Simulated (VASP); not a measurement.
# PtSe2 in VASP: single point with PBE+D3(BJ)

Aim: the single point of PtSe2 with PBE+D3(BJ).

All numbers are computed with VASP 6.6.1; they aren't measurements. Logs are shortened: lines on timing, memory, paths and dates and some standing lists are left out, and cuts for length are marked.

## Step 1: The cell of the first run

The cell holds a slab with vacuum, 6 atoms: a = 3.707 Å, b = 3.707 Å, c = 22.799 Å, α = 90.00°, β = 90.00°, γ = 120.00°.

## Step 2: Single point, PBE+D3(BJ) (layers slid over each other)

The input, INCAR:

```
SYSTEM = PtSe2
PREC = Accurate
ENCUT = 520
EDIFF = 1E-7
ISMEAR = 0
SIGMA = 0.05
LREAL = .FALSE.
LASPH = .TRUE.
NELM = 80
ALGO = Normal
ISIF = 2
LWAVE = .FALSE.
LCHARG = .FALSE.
LDIPOL = .TRUE.
IDIPOL = 3
DIPOL = 0.5 0.5 0.383
GGA = PE
IVDW = 12
NBANDS = 31
```

The input, KPOINTS:

```
regular mesh
0
G
  9 9 1
  0 0 0
```

The input, POSCAR:

```
PtSe2
1.0
    3.7069017468      0.0000000000      0.0000000000
   -1.8534508734      3.2102710821      0.0000000000
    0.0000000000      0.0000000000     22.7988449202
Se Pt
4 2
Direct
    0.6666666667      0.3333333333      0.1973784205
    0.3333333333      0.6666666667      0.3135870473
    0.6666666667      1.3333333333      0.4521905604
    1.0000000000      1.0000000000      0.5683991871
    0.0000000000      0.0000000000      0.2554827339
    1.3333333333      1.6666666667      0.5102948737
```

Potentials or basis: VASP PAW PBE potentials, release 64 (Se, Pt).

The run is started by

```
> cat potpaw_PBE.64/Se/POTCAR potpaw_PBE.64/Pt/POTCAR > POTCAR
> mpirun -np 1 vasp_std > vasp.out
```

OUTCAR:

```text
SYSTEM = PtSe2
   PREC = Accurate
   ENCUT = 520
   EDIFF = 1E-7
   ISMEAR = 0
   LREAL = .FALSE.
   LASPH = .TRUE.
   NELM = 80
   ISIF = 2
   GGA = PE
   IVDW = 12
 IVDW          = 12

 ion  position               nearest neighbor table
   1  0.667  0.333  0.197-   5 2.52   5 2.52   5 2.52
   2  0.333  0.667  0.314-   5 2.52   5 2.52   5 2.52
   3  0.667  0.333  0.452-   6 2.52   6 2.52   6 2.52
   4  0.000  0.000  0.568-   6 2.52   6 2.52   6 2.52
   5  0.000  0.000  0.255-   2 2.52   1 2.52   2 2.52   1 2.52   2 2.52   1 2.52
   6  0.333  0.667  0.510-   3 2.52   3 2.52   3 2.52   4 2.52   4 2.52   4 2.52

  LATTYP: Found a hexagonal cell.
 ALAT       =     3.7069017468
 C/A-ratio  =     6.1503774520

  Lattice vectors:

 A1 = (   3.7069017468,   0.0000000000,   0.0000000000)
 A2 = (  -1.8534508734,   3.2102710821,   0.0000000000)
 A3 = (   0.0000000000,   0.0000000000,  22.7988449202)

Analysis of symmetry for initial positions (statically):
=====================================================================
 Subroutine PRICEL returns:
 Original cell was already a primitive cell.

 Routine SETGRP: Setting up the symmetry group for a
 hexagonal supercell.

 Subroutine GETGRP returns: Found  6 space group operations
 (whereof  6 operations were pure point group operations)
 out of a pool of 24 trial point group operations.

The static configuration has the point symmetry C_3v.

Analysis of symmetry for dynamics (positions and initial velocities):
=====================================================================
 Subroutine PRICEL returns:
 Original cell was already a primitive cell.

 Routine SETGRP: Setting up the symmetry group for a
 hexagonal supercell.

 Subroutine GETGRP returns: Found  6 space group operations
 (whereof  6 operations were pure point group operations)
 out of a pool of 24 trial point group operations.

The dynamic configuration has the point symmetry C_3v.

 Subroutine INISYM returns: Found  6 space group operations
 (whereof  6 operations are pure point group operations),
 and found     1 'primitive' translations

----------------------------------------------------------------------------------------

                                     Primitive cell

  volume of cell :     271.3099

  direct lattice vectors                    reciprocal lattice vectors
     3.706901747  0.000000000  0.000000000     0.269767064  0.155750087  0.000000000
    -1.853450873  3.210271082  0.000000000     0.000000000  0.311500174  0.000000000
     0.000000000  0.000000000 22.798844920     0.000000000  0.000000000  0.043861871

  length of vectors
     3.706901747  3.706901747 22.798844920     0.311500174  0.311500174  0.043861871

  position of ions in fractional coordinates (direct lattice)
     0.666666667  0.333333333  0.197378421
     0.333333333  0.666666667  0.313587047
     0.666666667  0.333333333  0.452190560
     0.000000000  0.000000000  0.568399187
     0.000000000  0.000000000  0.255482734
     0.333333333  0.666666667  0.510294874

  ion indices of the primitive-cell ions
   primitive index   ion index
                 1           1
                 2           2
                 3           3
                 4           4
                 5           5
                 6           6

----------------------------------------------------------------------------------------

 KPOINTS: regular mesh

Automatic generation of k-mesh.
 Grid dimensions read from file:
 generate k-points for:    9    9    1

 Generating k-lattice:

  Cartesian coordinates                     Fractional coordinates (reciprocal lattice)
     0.029974118  0.017305565  0.000000000     0.111111111 -0.000000000  0.000000000
     0.000000000  0.034611130  0.000000000     0.000000000  0.111111111  0.000000000
     0.000000000  0.000000000  0.043861871     0.000000000  0.000000000  1.000000000

  Length of vectors
     0.034611130  0.034611130  0.043861871

  Shift w.r.t. Gamma in fractional coordinates (k-lattice)
     0.000000000  0.000000000  0.000000000

 Subroutine IBZKPT returns following result:
 ===========================================

 Found     12 irreducible k-points:

 Following reciprocal coordinates:
            Coordinates               Weight
  0.000000  0.000000  0.000000      1.000000
  0.111111 -0.000000  0.000000      6.000000
  0.222222  0.000000  0.000000      6.000000
  0.333333 -0.000000  0.000000      6.000000
  0.444444  0.000000  0.000000      6.000000
  0.111111  0.111111  0.000000      6.000000
  0.222222  0.111111  0.000000     12.000000
  0.333333  0.111111  0.000000     12.000000
  0.444444  0.111111  0.000000      6.000000
  0.222222  0.222222  0.000000      6.000000
  0.333333  0.222222  0.000000     12.000000
  0.333333  0.333333  0.000000      2.000000
   k-points           NKPTS =     12   k-points in BZ     NKDIM =     12   number of bands    NBANDS=     31
   number of dos      NEDOS =    301   number of ions     NIONS =      6
   total plane-waves  NPLWV = 141120
   dimension x,y,z NGX =    28 NGY =   28 NGZ =  180
   dimension x,y,z NGXF=    56 NGYF=   56 NGZF=  360
   ions per type =               4   2
   NGX,Y,Z   is equivalent  to a cutoff of  12.56, 12.56, 13.13 a.u.
   NGXF,Y,Z  is equivalent  to a cutoff of  25.11, 25.11, 26.25 a.u.
 SYSTEM =  PtSe2
   PREC   = accura    normal or accurate (medium, high low for compatibility)
   ISTART =      0    job   : 0-new  1-cont  2-samecut
   ICHARG =      2    charge: 1-file 2-atom 10-const
   ISPIN  =      1    spin polarized calculation?
   LNONCOLLINEAR =      F non collinear calculations
   LSORBIT =      F    spin-orbit coupling
   LASPH  =      T    aspherical Exc in radial PAW
   ENCUT  =  520.0 eV  38.22 Ry    6.18 a.u.   6.89  6.89 42.39*2*pi/ulx,y,z
   NELM   =     80;   NELMIN=  2; NELMDL= -5     # of ELM steps
   EDIFF  = 0.1E-06   stopping-criterion for ELM
   LREAL  =      F    real-space projection
   EDIFFG = 0.1E-05   stopping-criterion for IOM
   NSW    =      0    number of steps for IOM
   IBRION =     -1    ionic relax: 0-MD 1-quasi-New 2-CG
   NFREE  =      0    steps in history (QN), initial steepest desc. (CG)
   ISIF   =      2    stress and relaxation
   ISYM   =      2    0-nonsym 1-usesym 2-fastsym
   POTIM  = 0.5000    time-step for ionic-motion
   TEBEG  =    0.0;   TEEND  =   0.0 temperature during run
   PSTRESS=    0.0 pullay stress
   NELECT =      44.0000    total number of electrons
   NUPDOWN=      -1.0000    fix difference up-down
   EMIN   =  10.00;   EMAX   =-10.00  energy-range for DOS
   EFERMI =   0.00;   METHOD = LEGACY
   ISMEAR =     0;   SIGMA  =   0.05  broadening in eV -4-tet -1-fermi 0-gaus
   EFERMI_NEDOS =   21; number of points for ismear=-14 and -15
   IALGO  =     38    algorithm
   IMIX   =      4    mixing-type and parameters
     AMIX     =   0.40;   BMIX     =  1.00
     AMIX_MAG =   1.60;   BMIX_MAG =  1.00
  volume/ion in A,a.u.               =      45.22       305.15
  Fermi-wavevector in a.u.,A,eV,Ry     =   0.892765  1.687081 10.844244  0.797029
  Thomas-Fermi vector in A             =   2.014756
   LORBIT       =      0    0 simple, 1 ext, 2 COOP (PROOUT), +10 PAW based schemes
   GGA     = PE    functional components
   LHFCALC =     F    Hartree Fock is set to
   AEXX    =    0.0000 exact exchange contribution
   IVDW    =    12    specifies the selected vdW correction
   LEPSILON=     F    determine dielectric tensor
   LRPA    =     F    only Hartree local field effects (RPA)
 non-spin polarized calculation
 Gauss-broadening in eV      SIGMA  =   0.05
  energy-cutoff  :      520.00
  volume of cell :      271.31
 maximum number of plane-waves:      7334
 NGX is ok and might be reduce to    28
   NGX = 13   NGY = 13   NGZ = 85

 number of electron      44.0000001 magnetization

 dipolmoment           0.000000      0.000000     -0.003479 electrons x Angstroem

 Free energy of the ion-electron system (eV)
  ---------------------------------------------------
  ext. energy  EPLUGINS =         0.00000000
  ---------------------------------------------------
  free energy    TOTEN  =       -28.57089020 eV

  energy without entropy =      -28.57089020  energy(sigma->0) =      -28.57089020

 E-fermi :  -0.0847     XC(G=0):  -5.4617

 val. band max:       -0.3115517180   @ k =   0.1111  -0.0000   0.0000
 cond. band min:       0.5351952541   @ k =   0.2222   0.0000   0.0000
 fundamental gap:      0.8467469721
 Fermi energy:        -0.0846885616

 k-point     1 :       0.0000    0.0000    0.0000
  band No.  band energies     occupation
      1     -14.7988      2.00000
      2     -14.6911      2.00000
      3     -13.0753      2.00000
      4     -12.8871      2.00000
      5      -6.0922      2.00000
      6      -5.8029      2.00000
[... 23 lines left out ...]
     30       4.8317      0.00000
     31       5.0145      0.00000

 k-point     2 :       0.1111   -0.0000    0.0000
  band No.  band energies     occupation
      1     -14.6661      2.00000
      2     -14.5592      2.00000
      3     -13.0740      2.00000
      4     -12.8992      2.00000
      5      -5.9959      2.00000
      6      -5.8164      2.00000
[... 23 lines left out ...]
     30       5.4663      0.00000
     31       5.6325      0.00000

 k-point     3 :       0.2222    0.0000    0.0000
  band No.  band energies     occupation
      1     -14.2984      2.00000
      2     -14.1951      2.00000
      3     -13.0737      2.00000
      4     -12.9338      2.00000
      5      -5.9559      2.00000
      6      -5.7736      2.00000
[... 295 lines left out ...]
     30       7.0349      0.00000
     31       7.4426      0.00000

 k-point    12 :       0.3333    0.3333    0.0000
  band No.  band energies     occupation
      1     -13.1221      2.00000
      2     -13.0842      2.00000
      3     -13.0745      2.00000
      4     -13.0352      2.00000
      5      -6.0146      2.00000
      6      -5.9675      2.00000
[... 23 lines left out ...]
     30       7.3655      0.00000
     31       7.4373      0.00000

------------------------ aborting loop because EDIFF is reached ----------------------------------------

 vacuum level on the upper side and lower side of the slab       (xc-potential included)        -0.113        -0.059

 Edisp (eV)   -2.13185

 E8    (eV) :    -0.9452

  FORCE on cell =-STRESS in cart. coord.  units (eV):
  Direction    XX          YY          ZZ          XY          YZ          ZX
  --------------------------------------------------------------------------------------
  -------------------------------------------------------------------------------------
  Total      -0.07296    -0.07296    -0.77145     0.00000     0.00000     0.00000
  in kB      -0.43083    -0.43083    -4.55566     0.00000     0.00000     0.00000
  external pressure =       -1.81 kB  Pullay stress =        0.00 kB

 VOLUME and BASIS-vectors are now :
 -----------------------------------------------------------------------------
  energy-cutoff  :      520.00
  volume of cell :      271.31
      direct lattice vectors                 reciprocal lattice vectors
     3.706901747  0.000000000  0.000000000     0.269767064  0.155750087  0.000000000
    -1.853450873  3.210271082  0.000000000     0.000000000  0.311500174  0.000000000
     0.000000000  0.000000000 22.798844920     0.000000000  0.000000000  0.043861871

 POSITION                                       TOTAL-FORCE (eV/Angst)
 -----------------------------------------------------------------------------------
      1.85345      1.07009      4.50000        -0.000000      0.000000     -0.009535
     -0.00000      2.14018      7.14942        -0.000000      0.000000      0.054201
      1.85345      1.07009     10.30942         0.000000      0.000000     -0.080335
      0.00000      0.00000     12.95884         0.000000     -0.000000      0.002855
      0.00000      0.00000      5.82471         0.000000     -0.000000      0.113588
     -0.00000      2.14018     11.63413        -0.000000     -0.000000     -0.080774
 -----------------------------------------------------------------------------------
    total drift:                                0.000000     -0.000000      0.000221

  FREE ENERGIE OF THE ION-ELECTRON SYSTEM (eV)
  ---------------------------------------------------
  free  energy   TOTEN  =       -30.7027391604 eV

  energy  without entropy=      -30.7027391604  energy(sigma->0) =      -30.70273916

 vacuum level on the upper side and lower side of the slab         4.889         4.944
```

Wall time 3.5 min (1 thread of AMD EPYC 7R13 (Zen 3), shared host); peak memory 0.38 GiB.

What came out:

| Property | Result |
| --- | --- |
| Free energy | -30.7027 eV |
| Largest force | 0.114 eV/Å |
| Band gap on the k mesh | 0.85 eV (least direct gap 1.16 eV) |
| Dispersion energy per atom | -0.355 eV |

Forces in eV/Å, atoms in the order of the input:
```
Se   0.000  0.000 -0.010
Se   0.000  0.000  0.054
Se   0.000  0.000 -0.080
Se   0.000  0.000  0.003
Pt   0.000  0.000  0.114
Pt   0.000  0.000 -0.081
```

Levels at points of the mesh, in eV from the valence-band top:
| k point | band 20 | band 21 | band 22 | band 23 | band 24 | band 25 |
| --- | --- | --- | --- | --- | --- | --- |
| (0.00, 0.00, 0.00) | -0.37 | -0.34 | -0.34 | 2.51 | 2.51 | 2.63 |

Caveat: the cell differs from its parent crystal (layers slid over each other); spin-orbit coupling is left out, which moves the levels of the heavy elements.
